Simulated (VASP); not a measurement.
# KTaO3 in VASP: notebook

Runs on KTaO3. Level: PBEsol. Tasks: single point.

Everything below comes from runs of VASP 6.6.1. Logs are shortened: lines on timing, memory, paths and dates and some standing lists are left out, and cuts for length are marked.

## (1) The cell of the first run

Symmetry: P4/mmm, No. 123, tetragonal system. The conventional cell has a = 3.985 Å, b = 3.985 Å, c = 4.583 Å, α = 90.00°, β = 90.00°, γ = 90.00°. Within 3.7 Å of K (site symmetry 4/mmm) lie 12 O at 2.82 to 3.04 Å and 8 Ta at 3.63 Å. Within 2.6 Å of Ta (site symmetry 4/mmm) lie 6 O at 1.99 to 2.29 Å. Within 3.0 Å of O (site symmetry 4/mmm) lie 2 Ta at 2.29 Å and 4 K at 2.82 Å. O (site symmetry mmm) has 2 Ta at 1.99 Å within 2.6 Å.

## (2) Single point, PBEsol (normal strain along x +0.1500, normal strain along z +0.0000)

Input file INCAR:

```
SYSTEM = KTaO3
ALGO = Normal
EDIFF = 1E-7
ENCUT = 520
GGA = PS
ISIF = 2
ISMEAR = 0
LASPH = .True.
LCHARG = .False.
LREAL = .False.
LWAVE = .False.
NBANDS = 27
NELM = 100
PREC = Accurate
SIGMA = 0.05
```

Input file KPOINTS:

```
k-points
0
Gamma
  8 8 8
  0 0 0
```

Input file POSCAR:

```
KTaO3
1.0
    4.5831618048      0.0000000000      0.0000000000
    0.0000000000      3.9853580911      0.0000000000
    0.0000000000      0.0000000000      3.9853580911
K Ta O
1 1 3
Direct
    0.5000000000      0.5000000000      0.5000000000
    0.0000000000      0.0000000000      0.0000000000
    0.5000000000      0.0000000000      0.0000000000
    0.0000000000      0.5000000000      0.0000000000
    0.0000000000      0.0000000000      0.5000000000
```

Potentials or basis: VASP PAW PBE potentials, release 64 (K_sv, Ta_pv, O).

Run with:

```sh
$ cat potpaw_PBE.64/K_sv/POTCAR potpaw_PBE.64/Ta_pv/POTCAR potpaw_PBE.64/O/POTCAR > POTCAR
$ mpirun -np 1 vasp_std > vasp.out
```

OUTCAR:

```text
SYSTEM = KTaO3
   EDIFF = 1E-7
   ENCUT = 520
   GGA = PS
   ISIF = 2
   ISMEAR = 0
   LASPH = .True.
   LREAL = .False.
   NELM = 100
   PREC = Accurate

 ion  position               nearest neighbor table
   1  0.500  0.500  0.500-   3 2.82   3 2.82   3 2.82   3 2.82   2 3.63   2 3.63   2 3.63   2 3.63
                             2 3.63   2 3.63   2 3.63   2 3.63
   2  0.000  0.000  0.000-   4 1.99   5 1.99   5 1.99   4 1.99   3 2.29   3 2.29   1 3.63   1 3.63
                             1 3.63   1 3.63   1 3.63   1 3.63   1 3.63   1 3.63
   3  0.500  0.000  0.000-   2 2.29   2 2.29   1 2.82   1 2.82   1 2.82   1 2.82
   4  0.000  0.500  0.000-   2 1.99   2 1.99
   5  0.000  0.000  0.500-   2 1.99   2 1.99

  LATTYP: Found a simple tetragonal cell.
 ALAT       =     3.9853580911
 C/A-ratio  =     1.1500000000

  Lattice vectors:

 A1 = (   0.0000000000,   3.9853580911,   0.0000000000)
 A2 = (   0.0000000000,   0.0000000000,   3.9853580911)
 A3 = (   4.5831618048,   0.0000000000,   0.0000000000)

Analysis of symmetry for initial positions (statically):
=====================================================================
 Subroutine PRICEL returns:
 Original cell was already a primitive cell.

 Routine SETGRP: Setting up the symmetry group for a
 simple tetragonal supercell.

 Subroutine GETGRP returns: Found 16 space group operations
 (whereof 16 operations were pure point group operations)
 out of a pool of 16 trial point group operations.

The static configuration has the point symmetry D_4h.

Analysis of symmetry for dynamics (positions and initial velocities):
=====================================================================
 Subroutine PRICEL returns:
 Original cell was already a primitive cell.

 Routine SETGRP: Setting up the symmetry group for a
 simple tetragonal supercell.

 Subroutine GETGRP returns: Found 16 space group operations
 (whereof 16 operations were pure point group operations)
 out of a pool of 16 trial point group operations.

The dynamic configuration has the point symmetry D_4h.

 Subroutine INISYM returns: Found 16 space group operations
 (whereof 16 operations are pure point group operations),
 and found     1 'primitive' translations

----------------------------------------------------------------------------------------

                                     Primitive cell

  volume of cell :      72.7947

  direct lattice vectors                    reciprocal lattice vectors
     4.583161805  0.000000000  0.000000000     0.218189984  0.000000000  0.000000000
     0.000000000  3.985358091  0.000000000     0.000000000  0.250918481  0.000000000
     0.000000000  0.000000000  3.985358091     0.000000000  0.000000000  0.250918481

  length of vectors
     4.583161805  3.985358091  3.985358091     0.218189984  0.250918481  0.250918481

  position of ions in fractional coordinates (direct lattice)
     0.500000000  0.500000000  0.500000000
     0.000000000  0.000000000  0.000000000
     0.500000000  0.000000000  0.000000000
     0.000000000  0.500000000  0.000000000
     0.000000000  0.000000000  0.500000000

  ion indices of the primitive-cell ions
   primitive index   ion index
                 1           1
                 2           2
                 3           3
                 4           4
                 5           5

----------------------------------------------------------------------------------------

 KPOINTS: k-points

Automatic generation of k-mesh.
 Grid dimensions read from file:
 generate k-points for:    8    8    8

 Generating k-lattice:

  Cartesian coordinates                     Fractional coordinates (reciprocal lattice)
     0.027273748  0.000000000  0.000000000     0.125000000  0.000000000  0.000000000
     0.000000000  0.031364810  0.000000000     0.000000000  0.125000000  0.000000000
     0.000000000  0.000000000  0.031364810     0.000000000  0.000000000  0.125000000

  Length of vectors
     0.027273748  0.031364810  0.031364810

  Shift w.r.t. Gamma in fractional coordinates (k-lattice)
     0.000000000  0.000000000  0.000000000

 Subroutine IBZKPT returns following result:
 ===========================================

 Found     75 irreducible k-points:

 Following reciprocal coordinates:
            Coordinates               Weight
  0.000000  0.000000  0.000000      1.000000
  0.125000  0.000000  0.000000      2.000000
  0.250000  0.000000  0.000000      2.000000
  0.375000  0.000000  0.000000      2.000000
  0.500000  0.000000  0.000000      1.000000
  0.000000  0.125000  0.000000      4.000000
[... 16 lines left out ...]
  0.250000  0.500000  0.000000      4.000000
  0.375000  0.500000  0.000000      4.000000
 [... further k-points ...]
   k-points           NKPTS =     75   k-points in BZ     NKDIM =     75   number of bands    NBANDS=     27
   number of dos      NEDOS =    301   number of ions     NIONS =      5
   total plane-waves  NPLWV =  32400
[... 37 lines left out ...]
  Fermi-wavevector in a.u.,A,eV,Ry     =   1.318164  2.490969 23.640884  1.737556
  Thomas-Fermi vector in A             =   2.448153
   LORBIT       =      0    0 simple, 1 ext, 2 COOP (PROOUT), +10 PAW based schemes
   GGA     = PS    functional components
   LHFCALC =     F    Hartree Fock is set to
   AEXX    =    0.0000 exact exchange contribution
   IVDW    =     0    specifies the selected vdW correction
   LEPSILON=     F    determine dielectric tensor
   LRPA    =     F    only Hartree local field effects (RPA)
 non-spin polarized calculation
 Gauss-broadening in eV      SIGMA  =   0.05
  energy-cutoff  :      520.00
  volume of cell :       72.79
 maximum number of plane-waves:      1989
 NGX is ok and might be reduce to    36
   NGX = 17   NGY = 15   NGZ = 15

 number of electron      37.9999986 magnetization

 Free energy of the ion-electron system (eV)
  ---------------------------------------------------
  ext. energy  EPLUGINS =         0.00000000
  ---------------------------------------------------
  free energy    TOTEN  =       -41.73641213 eV

  energy without entropy =      -41.73641213  energy(sigma->0) =      -41.73641213

 E-fermi :   1.1612     XC(G=0): -10.4179

 val. band max:        0.9418083737   @ k =   0.5000   0.5000   0.5000
 cond. band min:       2.5091737830   @ k =   0.0000   0.0000   0.0000
 fundamental gap:      1.5673654092
 Fermi energy:         1.1612029288

 k-point     1 :       0.0000    0.0000    0.0000
  band No.  band energies     occupation
      1     -33.9127      2.00000
      2     -33.9127      2.00000
      3     -33.8693      2.00000
      4     -26.3979      2.00000
      5     -16.7848      2.00000
      6     -16.2507      2.00000
[... 19 lines left out ...]
     26       8.5035      0.00000
     27       9.0976      0.00000

 k-point     2 :       0.1250    0.0000    0.0000
  band No.  band energies     occupation
      1     -33.9126      2.00000
      2     -33.9126      2.00000
      3     -33.8709      2.00000
      4     -26.3969      2.00000
      5     -16.7878      2.00000
      6     -16.2498      2.00000
[... 19 lines left out ...]
     26       8.6166      0.00000
     27       9.1927      0.00000

 k-point     3 :       0.2500    0.0000    0.0000
  band No.  band energies     occupation
      1     -33.9125      2.00000
      2     -33.9125      2.00000
      3     -33.8750      2.00000
      4     -26.3945      2.00000
      5     -16.7953      2.00000
      6     -16.2484      2.00000
[... 19 lines left out ...]
     26       8.9032      0.00000
     27       9.4106      0.00000

 k-point     4 :       0.3750    0.0000    0.0000
  band No.  band energies     occupation
      1     -33.9124      2.00000
      2     -33.9124      2.00000
      3     -33.8791      2.00000
      4     -26.3921      2.00000
      5     -16.8033      2.00000
      6     -16.2465      2.00000
[... 19 lines left out ...]
     26       9.2124      0.00000
     27       9.4729      0.00000
[... 516 lines left out ...]
      4     -26.3777      2.00000
      5     -16.5285      2.00000
      6     -15.3396      2.00000
[... 19 lines left out ...]
     26      10.3887      0.00000
     27      10.8781      0.00000

 k-point    23 :       0.2500    0.5000    0.0000
  band No.  band energies     occupation
      1     -33.9978      2.00000
      2     -33.9092      2.00000
      3     -33.8715      2.00000
      4     -26.3768      2.00000
      5     -16.5137      2.00000
      6     -15.3488      2.00000
[... 19 lines left out ...]
     26      10.5806      0.00000
     27      10.7461      0.00000

 k-point    24 :       0.3750    0.5000    0.0000
  band No.  band energies     occupation
      1     -33.9976      2.00000
      2     -33.9091      2.00000
      3     -33.8755      2.00000
      4     -26.3759      2.00000
      5     -16.4995      2.00000
      6     -15.3581      2.00000
[... 19 lines left out ...]
     26      10.7808      0.00000
     27      10.8153      0.00000

 [... further k-points ...]
[... 5 lines left out ...]
  --------------------------------------------------------------------------------------
  -------------------------------------------------------------------------------------
  Total      -14.1708904     -3.3968982     -3.3968982      0.0000000      0.0000000      0.0000000
  in kB     -311.8945835    -74.7641201    -74.7641201      0.0000000      0.0000000      0.0000000
  external PRESSURE =    -153.8076079 kB  Pullay stress =       0.0000000 kB

 VOLUME and BASIS-vectors are now :
 -----------------------------------------------------------------------------
  energy-cutoff  :      520.00
  volume of cell :       72.79
      direct lattice vectors                 reciprocal lattice vectors
     4.583161805  0.000000000  0.000000000     0.218189984  0.000000000  0.000000000
     0.000000000  3.985358091  0.000000000     0.000000000  0.250918481  0.000000000
     0.000000000  0.000000000  3.985358091     0.000000000  0.000000000  0.250918481

 POSITION                                       TOTAL-FORCE (eV/Angst)
 -----------------------------------------------------------------------------------
      2.29158      1.99268      1.99268         0.000000      0.000000      0.000000
      0.00000      0.00000      0.00000         0.000000      0.000000      0.000000
      2.29158      0.00000      0.00000         0.000000      0.000000      0.000000
      0.00000      1.99268      0.00000         0.000000      0.000000      0.000000
      0.00000      0.00000      1.99268         0.000000      0.000000      0.000000
 -----------------------------------------------------------------------------------
    total drift:                                0.000000      0.000000     -0.000000

  FREE ENERGIE OF THE ION-ELECTRON SYSTEM (eV)
  ---------------------------------------------------
  free  energy   TOTEN  =       -41.7364121275 eV

  energy  without entropy=      -41.7364121275  energy(sigma->0) =      -41.73641213
```

It took 1.8 min on 1 thread of Intel Xeon 6975P-C, shared host; peak memory 0.28 GiB.

What came out:

```yaml
Free_energy: -41.7364 eV
Pressure: -15.4 GPa
Band_gap_on_the_k_mesh: 1.57 eV, indirect (least direct gap 1.85 eV)
```

Levels at points of the mesh, in eV from the valence-band top:
```
           k point  band 17  band 18  band 19  band 20  band 21  band 22
(0.00, 0.00, 0.00)    -0.76    -0.28    -0.28     1.57     1.57     1.69
(0.50, 0.00, 0.00)    -1.23    -1.19    -1.19     1.74     3.11     3.11
(0.00, 0.50, 0.00)    -1.02    -0.93    -0.52     1.72     3.89     4.46
(0.50, 0.50, 0.00)    -1.95    -1.47    -0.18     3.15     4.49     4.94
(0.00, 0.50, 0.50)    -0.62    -0.62    -0.36     4.12     4.50     4.50
(0.50, 0.50, 0.50)    -0.35     0.00     0.00     5.02     5.02     5.88
```

Caveat: the cell differs from its parent crystal (normal strain along x +0.1500, normal strain along z +0.0000); the PAW data sets were made with another functional, which shifts forces and pressure a little; spin-orbit coupling is left out, which moves the levels of the heavy elements. A k mesh can miss the band edges.

## (3) Single point, PBEsol (normal strain along x +0.1500, normal strain along z -0.0550)

Input file INCAR:

```
ALGO = Normal ; EDIFF = 1E-6
ENCUT = 520 ; GGA = PS
ISIF = 2 ; ISMEAR = 0
LASPH = T ; LCHARG = F
LREAL = F ; LWAVE = F
NBANDS = 27 ; NELM = 80
PREC = Accurate ; SIGMA = 0.05
```

Input file KPOINTS:

```
k-points
0
Gamma
  8 8 8
```

Edit POSCAR of step 2 so:

```diff
@@ -4,3 +4,3 @@
     0.0000000000      3.9853580911      0.0000000000
-    0.0000000000      0.0000000000      3.9853580911
+    0.0000000000      0.0000000000      3.7661633961
 K Ta O
```

Potentials or basis: VASP PAW PBE potentials, release 64 (K_sv, Ta_pv, O).

Run with:

```sh
$ cat potpaw_PBE.64/K_sv/POTCAR potpaw_PBE.64/Ta_pv/POTCAR potpaw_PBE.64/O/POTCAR > POTCAR
$ mpirun -np 1 vasp_std > vasp.out
```

Wall time 2.1 min (1 thread of AMD EPYC 9R45 (Zen 5), shared host); peak memory 0.31 GiB.

The run converged. Its results:

| Property | Result |
| --- | --- |
| Free energy | -41.5911 eV |
| Pressure | -4.2 GPa |
| Band gap on the k mesh | 1.56 eV, indirect (least direct gap 1.76 eV) |

Stress tensor (GPa, compression positive):
```
-30.19   0.00   0.00
  0.00  -3.95   0.00
  0.00   0.00  21.55
```

Levels at points of the mesh, in eV from the valence-band top:
```
           k point  band 17  band 18  band 19  band 20  band 21  band 22
(0.00, 0.00, 0.00)    -0.80    -0.28    -0.20     1.56     1.65     1.76
(0.50, 0.00, 0.00)    -1.19    -1.17    -1.08     1.80     3.14     3.15
(0.00, 0.50, 0.00)    -1.10    -1.04    -0.49     1.79     3.93     4.51
(0.50, 0.50, 0.00)    -2.02    -1.39    -0.24     3.18     4.54     4.99
(0.00, 0.00, 0.50)    -1.14    -0.93    -0.62     1.79     4.02     5.31
(0.50, 0.00, 0.50)    -1.92    -1.55    -0.34     3.21     5.33     5.73
(0.00, 0.50, 0.50)    -0.62    -0.55    -0.47     4.25     4.58     5.33
(0.50, 0.50, 0.50)    -0.45    -0.05     0.00     5.12     5.81     6.57
```

Caveat: the cell differs from its parent crystal (normal strain along x +0.1500, normal strain along z -0.0550); the PAW data sets were made with another functional, which shifts forces and pressure a little; spin-orbit coupling is left out, which moves the levels of the heavy elements. A k mesh can miss the band edges.

## (4) Single point, PBEsol (normal strain along x +0.0750, normal strain along z +0.0550)

Input file INCAR:

```
ALGO     = Normal         # electronic algorithm
EDIFF    = 1E-7           # SCF threshold, eV
ENCUT    = 520            # plane-wave cutoff, eV
GGA      = PS             # functional
ISIF     = 2              # what is computed and relaxed
ISMEAR   = 0              # smearing method
LASPH    = T              # aspherical terms in the spheres
LCHARG   = F              # write CHGCAR
LREAL    = F              # projectors in reciprocal space
LWAVE    = F              # write WAVECAR
NBANDS   = 27             # bands
NELM     = 80             # most SCF steps
PREC     = Accurate       # precision mode
SIGMA    = 0.05           # smearing width, eV
```

KPOINTS is that of step 3.

Edit POSCAR of step 3 so:

```diff
@@ -2,5 +2,5 @@
 1.0
-    4.5831618048      0.0000000000      0.0000000000
+    4.2842599479      0.0000000000      0.0000000000
     0.0000000000      3.9853580911      0.0000000000
-    0.0000000000      0.0000000000      3.7661633961
+    0.0000000000      0.0000000000      4.2045527861
 K Ta O
```

Run with:

```sh
$ cat potpaw_PBE.64/K_sv/POTCAR potpaw_PBE.64/Ta_pv/POTCAR potpaw_PBE.64/O/POTCAR > POTCAR
$ mpirun -np 1 vasp_std > vasp.out
```

Wall time 1.7 min (1 thread of AMD EPYC 9R45 (Zen 5), shared host); peak memory 0.32 GiB.

Results (log left out):

```yaml
Free_energy: -42.2385 eV
Pressure: -17.7 GPa
Band_gap_on_the_k_mesh: 1.70 eV, indirect (least direct gap 2.31 eV)
```

Stress tensor (GPa, compression positive):
```
-24.46   0.00   0.00
  0.00  -7.31   0.00
  0.00   0.00 -21.21
```

Levels at points of the mesh, in eV from the valence-band top:
```
           k point  band 15  band 16  band 17  band 18  band 19  band 20  band 21  band 22  band 23  band 24
(0.00, 0.00, 0.00)    -1.10    -0.76    -0.68    -0.61    -0.60     1.70     1.77     1.78     4.79     5.15
(0.50, 0.00, 0.00)    -1.94    -1.87    -1.36    -1.03    -0.84     1.87     3.82     3.83     5.44     7.26
(0.00, 0.50, 0.00)    -2.25    -1.82    -1.21    -0.81    -0.76     1.86     4.62     4.62     4.96     6.39
(0.50, 0.50, 0.00)    -2.18    -1.87    -1.28    -1.25    -0.13     3.87     4.64     5.42     5.81     9.31
(0.00, 0.00, 0.50)    -2.17    -2.12    -1.27    -1.00    -0.74     1.87     4.01     4.01     5.12     7.29
(0.50, 0.00, 0.50)    -2.07    -2.01    -1.80    -1.80    -0.05     3.85     4.03     4.93     7.02     9.11
(0.00, 0.50, 0.50)    -2.44    -1.79    -1.10    -1.07    -0.15     4.05     4.64     5.44     5.54     9.58
(0.50, 0.50, 0.50)    -3.82    -3.22    -0.11    -0.07     0.00     5.03     5.49     5.61     8.17     8.39
```

Caveat: the cell differs from its parent crystal (normal strain along x +0.0750, normal strain along z +0.0550); the PAW data sets were made with another functional, which shifts forces and pressure a little; spin-orbit coupling is left out, which moves the levels of the heavy elements. A k mesh can miss the band edges.

## (5) Single point, PBEsol (normal strain along x +0.0750, normal strain along z +0.1100)

Input file INCAR:

```
ALGO = Normal ; EDIFF = 1E-6
ENCUT = 520 ; GGA = PS
ISIF = 2 ; ISMEAR = 0
LASPH = T ; LCHARG = T
LELF = T ; LREAL = F
LVHAR = T ; LWAVE = F
NBANDS = 27 ; NELM = 100
PREC = Accurate ; SIGMA = 0.05
```

KPOINTS is that of step 4.

Edit POSCAR of step 4 so:

```diff
@@ -4,3 +4,3 @@
     0.0000000000      3.9853580911      0.0000000000
-    0.0000000000      0.0000000000      4.2045527861
+    0.0000000000      0.0000000000      4.4237474811
 K Ta O
```

Run with:

```sh
$ cat potpaw_PBE.64/K_sv/POTCAR potpaw_PBE.64/Ta_pv/POTCAR potpaw_PBE.64/O/POTCAR > POTCAR
$ mpirun -np 1 vasp_std > vasp.out
```

It took 1.9 min on 1 thread of AMD EPYC 9R45 (Zen 5), shared host; peak memory 0.33 GiB.

It converged, with:

- Free energy: -41.6371 eV
- Pressure: -21.6 GPa
- Band gap on the k mesh: 1.54 eV, indirect (least direct gap 2.03 eV)

Stress tensor (GPa, compression positive):
```
-25.83   0.00   0.00
  0.00  -9.55   0.00
  0.00   0.00 -29.53
```

Levels at points of the mesh, in eV from the valence-band top:
```tsv
k point	band 16	band 17	band 18	band 19	band 20	band 21	band 22	band 23
(0.00, 0.00, 0.00)	-0.72	-0.68	-0.53	-0.50	1.54	1.62	1.64	4.07
(0.50, 0.00, 0.00)	-1.99	-1.13	-1.03	-0.64	1.70	3.66	3.67	4.36
(0.00, 0.50, 0.00)	-1.70	-1.08	-0.79	-0.68	1.69	4.28	4.45	4.46
(0.50, 0.50, 0.00)	-1.76	-0.95	-0.91	-0.21	3.71	4.47	4.63	5.27
(0.00, 0.00, 0.50)	-1.59	-1.31	-1.11	-0.82	1.71	3.38	3.38	4.90
(0.50, 0.00, 0.50)	-1.94	-1.94	-1.76	-0.06	3.41	3.69	4.43	6.73
(0.00, 0.50, 0.50)	-1.91	-1.25	-1.21	-0.17	3.42	4.47	5.09	5.20
(0.50, 0.50, 0.50)	-2.97	-0.17	-0.09	0.00	4.52	5.14	5.31	7.94
```

Caveat: the cell differs from its parent crystal (normal strain along x +0.0750, normal strain along z +0.1100); the PAW data sets were made with another functional, which shifts forces and pressure a little; spin-orbit coupling is left out, which moves the levels of the heavy elements.

## (6) Overview

| cell | gap on the mesh (eV) | pressure (GPa) |
| --- | --- | --- |
| a = 4.583, b = 3.985, c = 3.985 Å, 5 atoms | 1.57 | -15.4 |
| a = 4.583, b = 3.985, c = 3.766 Å, 5 atoms | 1.56 | -4.2 |
| a = 4.284, b = 3.985, c = 4.205 Å, 5 atoms | 1.70 | -17.7 |
| a = 4.284, b = 3.985, c = 4.424 Å, 5 atoms | 1.54 | -21.6 |

Alike in all rows: task single point; level PBEsol; potentials or basis VASP PAW PBE potentials, release 64 (K_sv, Ta_pv, O); no spin polarisation; k mesh 8 × 8 × 8; cutoff (eV) 520; smearing gaussian 0.05 eV.

Caveats: the PAW data sets were made with another functional, which shifts forces and pressure a little; spin-orbit coupling is left out, which moves the levels of the heavy elements.

Total energies depend on the potentials used, so only differences within one code and one set of settings carry meaning.
